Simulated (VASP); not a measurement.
Write the native input for VASP 6.6.1 that does the following.

| Property | Result |
| --- | --- |
| Task | band structure |
| Functional | r2SCAN |
| Potentials or basis | VASP PAW PBE potentials, release 64 (Ir) |
| Cutoff | 500 eV |
| k mesh | 28 × 28 × 28 |
| Occupations | gaussian, width 0.04 eV |
| Spin | no spin polarisation |
| Tolerance level | standard |
| Purpose | bands |
| Route | KPOINTS_OPT |
| Further INCAR settings | ALGO = Normal; EDIFF = 1e-06; NBANDS = 29 |

The structure of Ir lies in POSCAR:

```
Ir
1.0
    0.0000000000      1.9156000000      1.9156000000
    1.9156000000      0.0000000000      1.9156000000
    1.9156000000      1.9156000000      0.0000000000
Ir
1
Direct
    0.0000000000      0.0000000000      0.0000000000
```

These files were run (other wordings do the same):

INCAR

```
  METAGGA = R2SCAN
  ISMEAR = 0
  SIGMA = 0.04
  LWAVE = False
  LCHARG = False
  NBANDS = 29
  PREC = Accurate
  LASPH = True
  LREAL = False
  ALGO = Normal
  EDIFF = 1E-6
  NELM = 120
  GGA_COMPAT = False
  ENCUT = 500
  LMAXMIX = 4
  LMIXTAU = True
```

KPOINTS

```
Automatic mesh
0
Gamma
  28 28 28
  0 0 0
```

KPOINTS_OPT

```
path GXWKGLUWLK,UX
12
line-mode
reciprocal
 0.0000000000  0.0000000000  0.0000000000  G
 0.5000000000  0.0000000000  0.5000000000  X

 0.5000000000  0.0000000000  0.5000000000  X
 0.5000000000  0.2500000000  0.7500000000  W

 0.5000000000  0.2500000000  0.7500000000  W
 0.3750000000  0.3750000000  0.7500000000  K

 0.3750000000  0.3750000000  0.7500000000  K
 0.0000000000  0.0000000000  0.0000000000  G

 0.0000000000  0.0000000000  0.0000000000  G
 0.5000000000  0.5000000000  0.5000000000  L

 0.5000000000  0.5000000000  0.5000000000  L
 0.6250000000  0.2500000000  0.6250000000  U

 0.6250000000  0.2500000000  0.6250000000  U
 0.5000000000  0.2500000000  0.7500000000  W

 0.5000000000  0.2500000000  0.7500000000  W
 0.5000000000  0.5000000000  0.5000000000  L

 0.5000000000  0.5000000000  0.5000000000  L
 0.3750000000  0.3750000000  0.7500000000  K

 0.6250000000  0.2500000000  0.6250000000  U
 0.5000000000  0.0000000000  0.5000000000  X
```

Potentials or basis: VASP PAW PBE potentials, release 64 (Ir).

Run with:

```console
$ cat potpaw_PBE.64/Ir/POTCAR > POTCAR
$ mpirun -np 1 vasp_std > vasp.out
```

Results of the run:

```json
{
 "Pressure": "6.4 GPa",
 "Band gap along the path": "zero within the smearing"
}
```

Caveat: the cell stands under pressure; the PAW data sets were made with another functional, which shifts forces and pressure a little; spin-orbit coupling is left out, which moves the levels of the heavy elements.

Run time: 6.7 min on 1 thread of Intel(R) Xeon(R) 6975P-C (Granite Rapids) (shared host), peak memory 0.39 GiB.
